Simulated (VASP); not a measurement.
# HfN (I4/mmm) in VASP: a series of runs, part 2 of 2

VASP 6.6.1. Earlier steps stand in the parts before.

## Step 3: Electric field gradients, PBE (equal xx and yy strain of -1 %)

The input, INCAR:

```
ALGO = Normal
EDIFF = 1E-8
ENCUT = 520
GGA = PE
ISIF = 2
ISMEAR = -1
LASPH = T
LCHARG = F
LEFG = T
LREAL = F
LWAVE = F
NBANDS = 14
NELM = 100
PREC = Accurate
SIGMA = 0.03
```

The input, KPOINTS:

```
k-points
0
Gamma
  10 10 10
```

The input, POSCAR:

```
HfN
1.0
    0.0000000000      2.2364100000      2.2590000000
    2.2364100000      0.0000000000      2.2590000000
    2.2364100000      2.2364100000      0.0000000000
Hf N
1 1
Direct
    0.0000000000      0.0000000000      0.0000000000
    0.5000000000      0.5000000000      0.5000000000
```

Potentials or basis: VASP PAW PBE potentials, release 64 (Hf_pv, N).

Command:

```console
$ cat potpaw_PBE.64/Hf_pv/POTCAR potpaw_PBE.64/N/POTCAR > POTCAR
$ mpirun -np 1 vasp_std > vasp.out
```

OUTCAR:

```text
EDIFF = 1E-8
   ENCUT = 520
   GGA = PE
   ISIF = 2
   ISMEAR = -1
   LASPH = T
   LREAL = F
   NELM = 100
   PREC = Accurate

 ion  position               nearest neighbor table
   1  0.000  0.000  0.000-   2 2.24   2 2.24   2 2.24   2 2.24   2 2.26   2 2.26
   2  0.500  0.500  0.500-   1 2.24   1 2.24   1 2.24   1 2.24   1 2.26   1 2.26

  LATTYP: Found a body centered tetragonal cell.
 ALAT       =     3.1627613530
 C/A-ratio  =     1.4284985479

  Lattice vectors:
[... 620 lines left out ...]

  FREE ENERGIE OF THE ION-ELECTRON SYSTEM (eV)
  ---------------------------------------------------
  free  energy   TOTEN  =       -21.7289651299 eV

  energy  without entropy=      -21.7264132822  energy(sigma->0) =      -21.72768921

 Electric field gradients (V/A^2)
---------------------------------------------------------------------
 ion       V_xx      V_yy      V_zz      V_xy      V_xz      V_yz
---------------------------------------------------------------------
   1     -19.321   -19.321    38.642    -0.001    -0.000    -0.000
   2      -1.912    -1.912     3.824     0.001     0.001     0.001
---------------------------------------------------------------------

 Electric field gradients after diagonalization (V/A^2)
 (convention: |V_zz| > |V_xx| > |V_yy|)
----------------------------------------------------------------------
 ion       V_xx      V_yy      V_zz     asymmetry (V_yy - V_xx)/ V_zz
----------------------------------------------------------------------
   1     -19.321   -19.320    38.642       0.000
   2      -1.913    -1.911     3.824       0.001
----------------------------------------------------------------------

           NMR quadrupolar parameters

 Cq : quadrupolar parameter    Cq=e*Q*V_zz/h
 eta: asymmetry parameters     (V_yy - V_xx)/ V_zz
 Q  : nuclear electric quadrupole moment in mb (millibarn)
----------------------------------------------------------------------
 ion       Cq(MHz)       eta       Q (mb)
----------------------------------------------------------------------
   1       0.093       0.000       1.000
   2       0.009       0.001       1.000
----------------------------------------------------------------------
```

OSZICAR:

```text
N       E                     dE             d eps       ncg     rms          rms(c)
DAV:   1     0.412463375262E+02    0.41246E+02   -0.78651E+03  2872   0.102E+03
DAV:   2    -0.226637398667E+02   -0.63910E+02   -0.59480E+02  3768   0.241E+02
DAV:   3    -0.247276665511E+02   -0.20639E+01   -0.20565E+01  3270   0.354E+01
DAV:   4    -0.247347858160E+02   -0.71193E-02   -0.71186E-02  3396   0.246E+00
DAV:   5    -0.247348266367E+02   -0.40821E-04   -0.40821E-04  3288   0.160E-01    0.511E+01
DAV:   6    -0.218258100702E+02    0.29090E+01   -0.81487E+00  3132   0.223E+01    0.430E+01
DAV:   7    -0.217549083646E+02    0.70902E-01   -0.44693E-01  3612   0.600E+00    0.270E+01
DAV:   8    -0.217336661988E+02    0.21242E-01   -0.92077E-02  3300   0.268E+00    0.588E+00
DAV:   9    -0.217290338717E+02    0.46323E-02   -0.11526E-02  3312   0.892E-01    0.194E+00
DAV:  10    -0.217289960751E+02    0.37797E-04   -0.83839E-04  3814   0.278E-01    0.421E-01
DAV:  11    -0.217289669976E+02    0.29078E-04   -0.60432E-05  3540   0.772E-02    0.102E-01
DAV:  12    -0.217289653423E+02    0.16553E-05   -0.65849E-06  3824   0.218E-02    0.179E-02
DAV:  13    -0.217289651439E+02    0.19842E-06   -0.15695E-07  3288   0.386E-03    0.413E-03
DAV:  14    -0.217289650963E+02    0.47619E-07   -0.76306E-09  2620   0.806E-04    0.321E-03
DAV:  15    -0.217289651264E+02   -0.30141E-07   -0.15300E-09  1800   0.401E-04    0.165E-04
DAV:  16    -0.217289651299E+02   -0.34909E-08   -0.26201E-10  1710   0.143E-04
   1 F= -.21728965E+02 E0= -.21727689E+02  d E =-.255185E-02
```

It took 53 s on 1 thread of Intel Xeon 8259CL, shared host; peak memory 0.16 GiB.

What came out:

| Quantity | Value |
| --- | --- |
| Free energy | -21.7290 eV |
| Pressure | 9.1 GPa |

Stress tensor (GPa, compression positive):
```
10.58  0.00  0.00
 0.00 10.58  0.00
 0.00  0.00  6.03
```

Levels at points of the mesh, in eV from the Fermi level:
```csv
k point,band 4,band 5,band 6,band 7,band 8,band 9,band 10,band 11,band 12,band 13
"(0.00, 0.00, 0.00)",-17.67,-3.13,-3.08,-3.08,-0.47,-0.35,-0.35,1.74,2.06,2.12
"(0.50, 0.00, 0.00)",-14.83,-9.04,-6.33,-6.32,3.33,3.74,3.81,4.50,8.91,9.17
"(0.50, 0.50, 0.00)",-16.58,-5.52,-3.92,-3.71,-3.71,4.17,5.65,5.65,5.80,8.16
"(0.50, 0.00, 0.50)",-16.57,-5.41,-3.94,-3.79,-3.74,4.16,5.57,5.72,5.81,8.27
```

Electric field gradients, principal values (V/Å²):
```tsv
atom	least	middle	greatest (by size)
1 Hf	-19.320	-19.321	38.642
2 N	-1.911	-1.913	3.824
```

Caveat: the cell differs from its parent crystal (equal xx and yy strain of -1 %); without QUAD_EFG the Cq values of the log hold for a quadrupole moment of 1 mb, not for the nuclei; spin-orbit coupling is left out, which moves the levels of the heavy elements.

## Step 4: Electric field gradients, PBE (zz strain of +2 %)

The input, INCAR:

```
SYSTEM = HfN
PREC     = Accurate       ! precision mode
ENCUT    = 520            ! plane-wave cutoff, eV
EDIFF    = 1E-8           ! SCF threshold, eV
ISMEAR   = -1             ! smearing method
SIGMA    = 0.03           ! smearing width, eV
LREAL    = .False.        ! projectors in reciprocal space
LASPH    = .True.         ! aspherical terms in the spheres
NELM     = 100            ! most SCF steps
ALGO     = Normal         ! electronic algorithm
ISIF     = 2              ! what is computed and relaxed
LWAVE    = .False.        ! write WAVECAR
LCHARG   = .False.        ! write CHGCAR
GGA      = PE             ! functional
LEFG     = .True.       
NBANDS   = 14             ! bands
```

The input, KPOINTS:

```
regular mesh
0
Gamma
  10 10 10
  0 0 0
```

The input, POSCAR:

```
HfN
1.0
    0.0000000000      2.2590000000      2.3041800000
    2.2590000000      0.0000000000      2.3041800000
    2.2590000000      2.2590000000      0.0000000000
Hf N
1 1
Direct
    0.0000000000      0.0000000000      0.0000000000
    0.5000000000      0.5000000000      0.5000000000
```

Potentials or basis: VASP PAW PBE potentials, release 64 (Hf_pv, N).

Command:

```console
$ cat potpaw_PBE.64/Hf_pv/POTCAR potpaw_PBE.64/N/POTCAR > POTCAR
$ mpirun -np 1 vasp_std > vasp.out
```

OUTCAR:

```text
SYSTEM = HfN
   PREC = Accurate
   ENCUT = 520
   EDIFF = 1E-8
   ISMEAR = -1
   LREAL = .False.
   LASPH = .True.
   NELM = 100
   ISIF = 2
   GGA = PE

 ion  position               nearest neighbor table
   1  0.000  0.000  0.000-   2 2.26   2 2.26   2 2.26   2 2.26   2 2.30   2 2.30
   2  0.500  0.500  0.500-   1 2.26   1 2.26   1 2.26   1 2.26   1 2.30   1 2.30

  LATTYP: Found a body centered tetragonal cell.
 ALAT       =     3.1947084374
 C/A-ratio  =     1.4424978336

  Lattice vectors:

[... 621 lines left out ...]
  ---------------------------------------------------
  free  energy   TOTEN  =       -21.7426222102 eV

  energy  without entropy=      -21.7405385947  energy(sigma->0) =      -21.74158040

 Electric field gradients (V/A^2)
---------------------------------------------------------------------
 ion       V_xx      V_yy      V_zz      V_xy      V_xz      V_yz
---------------------------------------------------------------------
   1     -35.663   -35.663    71.325    -0.001    -0.000    -0.000
   2      -3.539    -3.539     7.077     0.002     0.001     0.001
---------------------------------------------------------------------

 Electric field gradients after diagonalization (V/A^2)
 (convention: |V_zz| > |V_xx| > |V_yy|)
----------------------------------------------------------------------
 ion       V_xx      V_yy      V_zz     asymmetry (V_yy - V_xx)/ V_zz
----------------------------------------------------------------------
   1     -35.663   -35.662    71.325       0.000
   2      -3.540    -3.537     7.077       0.000
----------------------------------------------------------------------

           NMR quadrupolar parameters

 Cq : quadrupolar parameter    Cq=e*Q*V_zz/h
 eta: asymmetry parameters     (V_yy - V_xx)/ V_zz
 Q  : nuclear electric quadrupole moment in mb (millibarn)
----------------------------------------------------------------------
 ion       Cq(MHz)       eta       Q (mb)
----------------------------------------------------------------------
   1       0.172       0.000       1.000
   2       0.017       0.000       1.000
----------------------------------------------------------------------
```

OSZICAR:

```text
N       E                     dE             d eps       ncg     rms          rms(c)
DAV:   1     0.368127607902E+02    0.36813E+02   -0.78075E+03  2856   0.101E+03
DAV:   2    -0.227901856728E+02   -0.59603E+02   -0.55880E+02  3830   0.232E+02
DAV:   3    -0.247479704115E+02   -0.19578E+01   -0.19493E+01  3282   0.346E+01
DAV:   4    -0.247554839830E+02   -0.75136E-02   -0.75129E-02  3424   0.249E+00
DAV:   5    -0.247555298924E+02   -0.45909E-04   -0.45908E-04  3288   0.167E-01    0.472E+01
DAV:   6    -0.218591646884E+02    0.28964E+01   -0.83748E+00  3144   0.220E+01    0.405E+01
DAV:   7    -0.217723272708E+02    0.86837E-01   -0.46499E-01  3492   0.606E+00    0.262E+01
DAV:   8    -0.217488768063E+02    0.23450E-01   -0.12008E-01  3234   0.300E+00    0.625E+00
DAV:   9    -0.217426767575E+02    0.62000E-02   -0.15088E-02  3204   0.102E+00    0.195E+00
DAV:  10    -0.217426546874E+02    0.22070E-04   -0.90916E-04  3810   0.286E-01    0.439E-01
DAV:  11    -0.217426238504E+02    0.30837E-04   -0.61709E-05  3552   0.767E-02    0.105E-01
DAV:  12    -0.217426223001E+02    0.15503E-05   -0.70337E-06  3806   0.223E-02    0.976E-03
DAV:  13    -0.217426222182E+02    0.81890E-07   -0.16266E-07  3078   0.394E-03    0.502E-03
DAV:  14    -0.217426221847E+02    0.33547E-07   -0.10101E-08  2488   0.951E-04    0.175E-03
DAV:  15    -0.217426222057E+02   -0.21024E-07   -0.11129E-09  1800   0.375E-04    0.879E-05
DAV:  16    -0.217426222102E+02   -0.44831E-08   -0.20562E-10  1686   0.127E-04
   1 F= -.21742622E+02 E0= -.21741580E+02  d E =-.208362E-02
```

It took 62 s on 1 thread of Intel Xeon 8259CL, shared host; peak memory 0.16 GiB.

Results:

```
Free energy : -21.7426 eV
Pressure    : -2.1 GPa
```

Electric field gradients, principal values (V/Å²):
```csv
atom,least,middle,greatest (by size)
1 Hf,-35.662,-35.663,71.325
2 N,-3.537,-3.540,7.077
```

Caveat: the cell differs from its parent crystal (zz strain of +2 %); without QUAD_EFG the Cq values of the log hold for a quadrupole moment of 1 mb, not for the nuclei; spin-orbit coupling is left out, which moves the levels of the heavy elements.
